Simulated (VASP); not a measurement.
# RhN (CsCl type) (Pm-3m) in VASP: a series of runs

RhN (CsCl type) is run at these levels: PBE; tasks: single point, relaxation of cell and atoms.

Program: VASP 6.6.1. These are calculated values, not measurements. Logs are shortened: lines on timing, memory, paths and dates and some standing lists are left out, and cuts for length are marked.

### Step 1. The cell of the first run

Symmetry: Pm-3m, No. 221, cubic system. Conventional cell: a = 2.244 Å, b = 2.244 Å, c = 2.244 Å, α = 90.00°, β = 90.00°, γ = 90.00°. Within 2.6 Å of Rh (site symmetry m-3m) lie 8 N at 1.94 Å and 6 Rh at 2.24 Å. Within 2.6 Å of N (site symmetry m-3m) lie 8 Rh at 1.94 Å and 6 N at 2.24 Å.

### Step 2. Single point, PBE

INCAR

```
SYSTEM = RhN
PREC = Accurate
ENCUT = 520
EDIFF = 1E-6
ISMEAR = -1
SIGMA = 0.08
LREAL = .FALSE.
LASPH = .TRUE.
NELM = 100
ALGO = Normal
ISIF = 2
LWAVE = .FALSE.
LCHARG = .FALSE.
GGA = PE
NBANDS = 17
```

KPOINTS

```
regular mesh
0
G
  17 17 17
  0 0 0
```

POSCAR

```
RhN
1.0
    2.2442662409      0.0000000000      0.0000000000
    0.0000000000      2.2442662409      0.0000000000
    0.0000000000      0.0000000000      2.2442662409
Rh N
1 1
Direct
    0.0000000000      0.0000000000      0.0000000000
    0.5000000000      0.5000000000      0.5000000000
```

Potentials or basis: VASP PAW PBE potentials, release 64 (Rh_pv, N).

The run is started by

```console
cat potpaw_PBE.64/Rh_pv/POTCAR potpaw_PBE.64/N/POTCAR > POTCAR
mpirun -np 1 vasp_std > vasp.out
```

OUTCAR:

```text
SYSTEM = RhN
   PREC = Accurate
   ENCUT = 520
   EDIFF = 1E-6
   ISMEAR = -1
   LREAL = .FALSE.
   LASPH = .TRUE.
   NELM = 100
   ISIF = 2
   GGA = PE

 ion  position               nearest neighbor table
   1  0.000  0.000  0.000-   2 1.94   2 1.94   2 1.94   2 1.94   2 1.94   2 1.94   2 1.94   2 1.94

   2  0.500  0.500  0.500-   1 1.94   1 1.94   1 1.94   1 1.94   1 1.94   1 1.94   1 1.94   1 1.94

  LATTYP: Found a simple cubic cell.
 ALAT       =     2.2442662409

  Lattice vectors:

 A1 = (   2.2442662409,   0.0000000000,   0.0000000000)
 A2 = (   0.0000000000,   2.2442662409,   0.0000000000)
 A3 = (   0.0000000000,   0.0000000000,   2.2442662409)

Analysis of symmetry for initial positions (statically):
=====================================================================
 Subroutine PRICEL returns:
 Original cell was already a primitive cell.

 Routine SETGRP: Setting up the symmetry group for a
 simple cubic supercell.

 Subroutine GETGRP returns: Found 48 space group operations
 (whereof 48 operations were pure point group operations)
 out of a pool of 48 trial point group operations.

The static configuration has the point symmetry O_h .

Analysis of symmetry for dynamics (positions and initial velocities):
=====================================================================
 Subroutine PRICEL returns:
 Original cell was already a primitive cell.

 Routine SETGRP: Setting up the symmetry group for a
 simple cubic supercell.

 Subroutine GETGRP returns: Found 48 space group operations
 (whereof 48 operations were pure point group operations)
 out of a pool of 48 trial point group operations.

The dynamic configuration has the point symmetry O_h .

 Subroutine INISYM returns: Found 48 space group operations
 (whereof 48 operations are pure point group operations),
 and found     1 'primitive' translations

----------------------------------------------------------------------------------------

                                     Primitive cell

  volume of cell :      11.3038

  direct lattice vectors                    reciprocal lattice vectors
     2.244266241  0.000000000  0.000000000     0.445579932  0.000000000  0.000000000
     0.000000000  2.244266241  0.000000000     0.000000000  0.445579932  0.000000000
     0.000000000  0.000000000  2.244266241     0.000000000  0.000000000  0.445579932

  length of vectors
     2.244266241  2.244266241  2.244266241     0.445579932  0.445579932  0.445579932

  position of ions in fractional coordinates (direct lattice)
     0.000000000  0.000000000  0.000000000
     0.500000000  0.500000000  0.500000000

  ion indices of the primitive-cell ions
   primitive index   ion index
                 1           1
                 2           2

----------------------------------------------------------------------------------------

 KPOINTS: regular mesh

Automatic generation of k-mesh.
 Grid dimensions read from file:
 generate k-points for:   17   17   17

 Generating k-lattice:

  Cartesian coordinates                     Fractional coordinates (reciprocal lattice)
     0.026210584  0.000000000  0.000000000     0.058823529  0.000000000  0.000000000
     0.000000000  0.026210584  0.000000000     0.000000000  0.058823529  0.000000000
     0.000000000  0.000000000  0.026210584     0.000000000  0.000000000  0.058823529

  Length of vectors
     0.026210584  0.026210584  0.026210584

  Shift w.r.t. Gamma in fractional coordinates (k-lattice)
     0.000000000  0.000000000  0.000000000

 Subroutine IBZKPT returns following result:
 ===========================================

 Found    165 irreducible k-points:

 Following reciprocal coordinates:
            Coordinates               Weight
  0.000000  0.000000  0.000000      1.000000
  0.058824  0.000000  0.000000      6.000000
  0.117647  0.000000  0.000000      6.000000
  0.176471  0.000000  0.000000      6.000000
  0.235294  0.000000  0.000000      6.000000
  0.294118  0.000000  0.000000      6.000000
[... 16 lines left out ...]
  0.411765  0.117647  0.000000     24.000000
  0.470588  0.117647  0.000000     24.000000
 [... further k-points ...]
   k-points           NKPTS =    165   k-points in BZ     NKDIM =    165   number of bands    NBANDS=     17
   number of dos      NEDOS =    301   number of ions     NIONS =      2
   total plane-waves  NPLWV =   5832
   dimension x,y,z NGX =    18 NGY =   18 NGZ =   18
   dimension x,y,z NGXF=    36 NGYF=   36 NGZF=   36
   ions per type =               1   1
   NGX,Y,Z   is equivalent  to a cutoff of  13.33, 13.33, 13.33 a.u.
   NGXF,Y,Z  is equivalent  to a cutoff of  26.67, 26.67, 26.67 a.u.
 SYSTEM =  RhN
   PREC   = accura    normal or accurate (medium, high low for compatibility)
   ISTART =      0    job   : 0-new  1-cont  2-samecut
   ICHARG =      2    charge: 1-file 2-atom 10-const
   ISPIN  =      1    spin polarized calculation?
   LNONCOLLINEAR =      F non collinear calculations
   LSORBIT =      F    spin-orbit coupling
   LASPH  =      T    aspherical Exc in radial PAW
   ENCUT  =  520.0 eV  38.22 Ry    6.18 a.u.   4.17  4.17  4.17*2*pi/ulx,y,z
   NELM   =    100;   NELMIN=  2; NELMDL= -5     # of ELM steps
   EDIFF  = 0.1E-05   stopping-criterion for ELM
   LREAL  =      F    real-space projection
   EDIFFG = 0.1E-04   stopping-criterion for IOM
   NSW    =      0    number of steps for IOM
   IBRION =     -1    ionic relax: 0-MD 1-quasi-New 2-CG
   NFREE  =      0    steps in history (QN), initial steepest desc. (CG)
   ISIF   =      2    stress and relaxation
   ISYM   =      2    0-nonsym 1-usesym 2-fastsym
   POTIM  = 0.5000    time-step for ionic-motion
   TEBEG  =    0.0;   TEEND  =   0.0 temperature during run
   PSTRESS=    0.0 pullay stress
   NELECT =      20.0000    total number of electrons
   NUPDOWN=      -1.0000    fix difference up-down
   EMIN   =  10.00;   EMAX   =-10.00  energy-range for DOS
   EFERMI =   0.00;   METHOD = LEGACY
   ISMEAR =    -1;   SIGMA  =   0.08  broadening in eV -4-tet -1-fermi 0-gaus
   EFERMI_NEDOS =   21; number of points for ismear=-14 and -15
   IALGO  =     38    algorithm
   IMIX   =      4    mixing-type and parameters
     AMIX     =   0.40;   BMIX     =  1.00
     AMIX_MAG =   1.60;   BMIX_MAG =  1.00
  volume/ion in A,a.u.               =       5.65        38.14
  Fermi-wavevector in a.u.,A,eV,Ry     =   1.980054  3.741760 53.343211  3.920615
  Thomas-Fermi vector in A             =   3.000492
   LORBIT       =      0    0 simple, 1 ext, 2 COOP (PROOUT), +10 PAW based schemes
   GGA     = PE    functional components
   LHFCALC =     F    Hartree Fock is set to
   AEXX    =    0.0000 exact exchange contribution
   IVDW    =     0    specifies the selected vdW correction
   LEPSILON=     F    determine dielectric tensor
   LRPA    =     F    only Hartree local field effects (RPA)
 non-spin polarized calculation
  energy-cutoff  :      520.00
  volume of cell :       11.30
 maximum number of plane-waves:       312
 NGX is ok and might be reduce to    18
   NGX =  9   NGY =  9   NGZ =  9

 number of electron      19.9999994 magnetization

 Free energy of the ion-electron system (eV)
  ---------------------------------------------------
  ext. energy  EPLUGINS =         0.00000000
  ---------------------------------------------------
  free energy    TOTEN  =        -4.06833944 eV

  energy without entropy =       -4.04825113  energy(sigma->0) =       -4.05829528

 E-fermi :  24.5766     XC(G=0): -17.6765

 val. band max:       24.5706074380   @ k =   0.4118   0.2353   0.1176
 cond. band min:      24.5849134333   @ k =   0.4706   0.4118   0.3529
 fundamental gap:      0.0143059953
 Fermi energy:        24.5766205848

 k-point     1 :       0.0000    0.0000    0.0000
  band No.  band energies     occupation
      1     -24.7877      2.00000
      2     -24.7877      2.00000
      3     -24.7877      2.00000
      4       0.0709      2.00000
      5      12.2203      2.00000
      6      12.2203      2.00000
[... 9 lines left out ...]
     16      44.7736      0.00000
     17      51.5260      0.00000

 k-point     2 :       0.0588    0.0000    0.0000
  band No.  band energies     occupation
      1     -24.8817      2.00000
      2     -24.7791      2.00000
      3     -24.7791      2.00000
      4       0.1916      2.00000
      5      12.2641      2.00000
      6      12.3073      2.00000
[... 9 lines left out ...]
     16      44.9780      0.00000
     17      51.6454      0.00000

 k-point     3 :       0.1176    0.0000    0.0000
  band No.  band energies     occupation
      1     -25.1463      2.00000
      2     -24.7542      2.00000
      3     -24.7542      2.00000
      4       0.5407      2.00000
      5      12.3917      2.00000
      6      12.4917      2.00000
[... 9 lines left out ...]
     16      45.5649      0.00000
     17      51.5265      0.00000

 k-point     4 :       0.1765    0.0000    0.0000
  band No.  band energies     occupation
      1     -25.5352      2.00000
      2     -24.7163      2.00000
      3     -24.7163      2.00000
      4       1.0859      2.00000
      5      12.5477      2.00000
      6      12.5916      2.00000
[... 9 lines left out ...]
     16      46.4061      0.00000
     17      50.3400      0.00000
[... 343 lines left out ...]
      1     -26.7688      2.00000
      2     -24.9089      2.00000
      3     -24.5493      2.00000
      4       3.5217      2.00000
      5      10.6376      2.00000
      6      13.6856      2.00000
[... 9 lines left out ...]
     16      44.4963      0.00000
     17      46.7724      0.00000

 k-point    23 :       0.4118    0.1176    0.0000
  band No.  band energies     occupation
      1     -27.0504      2.00000
      2     -24.8721      2.00000
      3     -24.5171      2.00000
      4       4.1881      2.00000
      5       9.8291      2.00000
      6      13.9301      2.00000
[... 9 lines left out ...]
     16      42.8256      0.00000
     17      46.0500      0.00000

 k-point    24 :       0.4706    0.1176    0.0000
  band No.  band energies     occupation
      1     -27.1988      2.00000
      2     -24.8523      2.00000
      3     -24.4998      2.00000
      4       4.6244      2.00000
      5       9.3129      2.00000
      6      14.1613      2.00000
[... 9 lines left out ...]
     16      42.7917      0.00000
     17      45.6894      0.00000

 [... further k-points ...]
[... 5 lines left out ...]
  --------------------------------------------------------------------------------------
  -------------------------------------------------------------------------------------
  Total       39.8357756     39.8357756     39.8357756     -0.0000000     -0.0000000      0.0000000
  in kB     5646.2581454   5646.2581454   5646.2581454     -0.0000000     -0.0000000      0.0000000
  external PRESSURE =    5646.2581454 kB  Pullay stress =       0.0000000 kB

 VOLUME and BASIS-vectors are now :
 -----------------------------------------------------------------------------
  energy-cutoff  :      520.00
  volume of cell :       11.30
      direct lattice vectors                 reciprocal lattice vectors
     2.244266241  0.000000000  0.000000000     0.445579932  0.000000000  0.000000000
     0.000000000  2.244266241  0.000000000     0.000000000  0.445579932  0.000000000
     0.000000000  0.000000000  2.244266241     0.000000000  0.000000000  0.445579932

 POSITION                                       TOTAL-FORCE (eV/Angst)
 -----------------------------------------------------------------------------------
      0.00000      0.00000      0.00000         0.000000      0.000000      0.000000
      1.12213      1.12213      1.12213         0.000000      0.000000      0.000000
 -----------------------------------------------------------------------------------
    total drift:                                0.000000     -0.000000      0.000000

  FREE ENERGIE OF THE ION-ELECTRON SYSTEM (eV)
  ---------------------------------------------------
  free  energy   TOTEN  =        -4.0683394355 eV

  energy  without entropy=       -4.0482511332  energy(sigma->0) =       -4.05829528
```

Run time: 13 s. Hardware: 1 thread of Intel Xeon 6975P-C (Granite Rapids), shared host; peak memory 0.14 GiB.

Results:

```yaml
Free_energy: -4.0683 eV
Pressure: 564.6 GPa
Band_gap_on_the_k_mesh: zero (bands 10 and 11 overlap by 6.90 eV)
```

Levels at points of the mesh, in eV from the Fermi level:
| k point | band 8 | band 9 | band 10 | band 11 | band 12 | band 13 |
| --- | --- | --- | --- | --- | --- | --- |
| (0.00, 0.00, 0.00) | -4.52 | -4.52 | -2.05 | -2.05 | -2.05 | 11.51 |

Caveat: the cell stands under pressure.

### Step 3. Single point, PBE

INCAR

```
PREC     = Accurate       # precision mode
ENCUT    = 520            # plane-wave cutoff, eV
EDIFF    = 1E-7           # SCF threshold, eV
ISMEAR   = -1             # smearing method
SIGMA    = 0.08           # smearing width, eV
LREAL    = False          # projectors in reciprocal space
LASPH    = True           # aspherical terms in the spheres
NELM     = 100            # most SCF steps
ALGO     = Normal         # electronic algorithm
ISIF     = 2              # what is computed and relaxed
LWAVE    = False          # write WAVECAR
LCHARG   = False          # write CHGCAR
GGA      = PE             # functional
NBANDS   = 17             # bands
```

KPOINTS

```
regular mesh
0
Gamma
  17 17 17
```

POSCAR

```
RhN
1.0
    2.2445619590      0.0000000000      0.0000000000
    0.0000000000      2.2445619590      0.0000000000
    0.0000000000      0.0000000000      2.2445619590
Rh N
1 1
Direct
    0.0000000000      0.0000000000      0.0000000000
    0.5000000000      0.5000000000      0.5000000000
```

Potentials or basis: VASP PAW PBE potentials, release 64 (Rh_pv, N).

The run is started by

```console
cat potpaw_PBE.64/Rh_pv/POTCAR potpaw_PBE.64/N/POTCAR > POTCAR
mpirun -np 1 vasp_std > vasp.out
```

Run time: 14 s. Hardware: 1 thread of Intel Xeon 6975P-C (Granite Rapids), shared host; peak memory 0.15 GiB.

The run converged. Its results:

- Free energy: -4.0841 eV
- Pressure: 563.7 GPa
- Band gap on the k mesh: zero (bands 10 and 11 overlap by 6.90 eV)

Levels at points of the mesh, in eV from the Fermi level:
```
           k point  band 7  band 8  band 9  band 10  band 11  band 12  band 13  band 14
(0.00, 0.00, 0.00)   -4.51   -4.51   -4.51    -2.05    -2.05    -2.05    11.50    18.21
```

Caveat: the cell stands under pressure.

### Step 4. Relaxation of cell and atoms, PBE, target pressure 560 GPa, at which the enthalpy is minimised

This run uses another cell than the first one, of 5.52 Å³/atom.

INCAR

```
PREC = Accurate
ENCUT = 600
EDIFF = 1E-6
ISMEAR = -1
SIGMA = 0.08
LREAL = F
LASPH = T
NELM = 80
ALGO = Normal
ISIF = 3
LWAVE = F
LCHARG = F
GGA = PE
IBRION = 2
NSW = 60
EDIFFG = -0.005
PSTRESS = 5600.0
```

KPOINTS

```
Automatic mesh
0
Gamma
  17 17 17
```

POSCAR

```
RhN
1.0
    2.2260578814      0.0000000000      0.0000000000
    0.0000000000      2.2260578814      0.0000000000
    0.0000000000      0.0000000000      2.2260578814
Rh N
1 1
Direct
    0.0000000000      0.0000000000      0.0000000000
    0.5000000000      0.5000000000      0.5000000000
```

The run is started by

```console
cat potpaw_PBE.64/Rh_pv/POTCAR potpaw_PBE.64/N/POTCAR > POTCAR
mpirun -np 1 vasp_std > vasp.out
```

It took 48 s on 1 thread of Intel Xeon 6975P-C (Granite Rapids), shared host; peak memory 0.15 GiB.

The run converged. Its results:

```yaml
Free_energy: -4.1455 eV
Relaxed_volume: 5.66 Å³/atom
Relaxed_cell: a = 2.246 Å, b = 2.246 Å, c = 2.246 Å, α = 90.00°, β = 90.00°, γ = 90.00°
Space_group_after_relaxing_to_0.1_Å: Pm-3m (No. 221)
Energy_change_on_relaxing_the_run_minimises_the_enthalpy: -542.8 meV/atom
Ionic_steps: 10
Pressure_after_relaxing: 560.1 GPa
Band_gap_on_the_k_mesh: zero (bands 10 and 11 overlap by 6.88 eV)
```

The path:
```
step  energy change (eV)  largest force (eV/Å)  pressure (GPa)  volume (Å³)
   1              0.0000                0.0000          622.40        11.03
   2             -8.0664                0.0000          156.98        14.83
   3             -1.2676                0.0000          549.70        11.38
   4             -1.0913                0.0000          559.74        11.33
   5             -1.0704                0.0000          561.04        11.32
   6             -1.0733                0.0000          560.78        11.32
   7             -1.0821                0.0000          560.24        11.32
   8             -1.0825                0.0000          560.27        11.32
   9             -1.0835                0.0000          560.20        11.32
  10             -1.0857                0.0000          560.09        11.33
```

Final structure:
```
Rh N
1.0
     2.24570    0.00000    0.00000
     0.00000    2.24570    0.00000
     0.00000    0.00000    2.24570
Rh N
1 1
Direct
  0.00000 0.00000 0.00000
  0.50000 0.50000 0.50000
```

Levels at points of the mesh, in eV from the Fermi level:
```tsv
k point	band 6	band 7	band 8	band 9	band 10	band 11	band 12	band 13	band 14
(0.00, 0.00, 0.00)	-12.32	-4.50	-4.50	-4.50	-2.05	-2.05	-2.05	11.47	18.22
```

Caveat: the cell is relaxed towards a set pressure, so the run minimises the enthalpy, not the energy.

### Step 5. Relaxation of cell and atoms, PBE, target pressure 560 GPa, at which the enthalpy is minimised

INCAR

```
  PREC = Accurate
  ENCUT = 600
  EDIFF = 1E-6
  ISMEAR = -1
  SIGMA = 0.08
  LREAL = False
  LASPH = True
  NELM = 60
  ALGO = Normal
  ISIF = 3
  LWAVE = False
  LCHARG = False
  GGA = PE
  IBRION = 2
  NSW = 32
  EDIFFG = -0.005
  PSTRESS = 5600.0
```

KPOINTS

```
regular mesh
0
Gamma
  17 17 17
```

POSCAR

```
RhN
1.0
    2.2442662409      0.0000000000      0.0000000000
    0.0000000000      2.2442662409      0.0000000000
    0.0000000000      0.0000000000      2.2442662409
Rh N
1 1
Direct
    0.0000000000      0.0000000000      0.0000000000
    0.5000000000      0.5000000000      0.5000000000
```

The run is started by

```console
cat potpaw_PBE.64/Rh_pv/POTCAR potpaw_PBE.64/N/POTCAR > POTCAR
mpirun -np 1 vasp_std > vasp.out
```

Wall time 24 s (1 thread of Intel Xeon 6975P-C (Granite Rapids), shared host); peak memory 0.15 GiB.

It converged, with:

| Item | Value |
| --- | --- |
| Free energy | -4.1485 eV |
| Relaxed volume | 5.66 Å³/atom |
| Relaxed cell | a = 2.246 Å, b = 2.246 Å, c = 2.246 Å, α = 90.00°, β = 90.00°, γ = 90.00° |
| Space group after relaxing (to 0.1 Å) | Pm-3m (No. 221) |
| Energy change on relaxing (the run minimises the enthalpy) | -38.8 meV/atom |
| Ionic steps | 3 |
| Pressure after relaxing | 559.9 GPa |
| Band gap on the k mesh | zero (bands 10 and 11 overlap by 6.88 eV) |

Step by step:
```csv
step,energy change (eV),largest force (eV/Å),pressure (GPa),volume (Å³)
1,0.0000,0.0000,564.43,11.30
2,-0.8665,0.0000,514.90,11.56
3,-0.0777,0.0000,559.90,11.33
```

Final structure:
```
Rh N
1.0
     2.24573    0.00000    0.00000
     0.00000    2.24573    0.00000
     0.00000    0.00000    2.24573
Rh N
1 1
Direct
  0.00000 0.00000 0.00000
  0.50000 0.50000 0.50000
```

Levels at points of the mesh, in eV from the Fermi level:
| k point | band 6 | band 7 | band 8 | band 9 | band 10 | band 11 | band 12 | band 13 | band 14 |
| --- | --- | --- | --- | --- | --- | --- | --- | --- | --- |
| (0.00, 0.00, 0.00) | -12.32 | -4.50 | -4.50 | -4.50 | -2.05 | -2.05 | -2.05 | 11.47 | 18.22 |

Caveat: the cell is relaxed towards a set pressure, so the run minimises the enthalpy, not the energy.

### Step 6. Summary

```tsv
task	cell	cutoff (eV)	gap on the mesh (eV)	pressure (GPa)
single point	a = 2.244 Å, 2 atoms	520	none	564.6
single point	a = 2.245 Å, 2 atoms	520	none	563.7
relaxation of cell and atoms	relaxed to 560 GPa from a = 2.226 Å, 2 atoms	600	none	560.1
relaxation of cell and atoms	relaxed to 560 GPa from a = 2.244 Å, 2 atoms	600	none	559.9
```

Alike in all rows: level PBE; potentials or basis VASP PAW PBE potentials, release 64 (Rh_pv, N); no spin polarisation; k mesh 17 × 17 × 17; smearing fermi-dirac 0.08 eV.

Caveats: the cell stands under pressure (at least some runs); the cell is relaxed towards a set pressure, so the run minimises the enthalpy, not the energy (at least some runs).

Absolute energies hang on the potentials; compare differences alone.
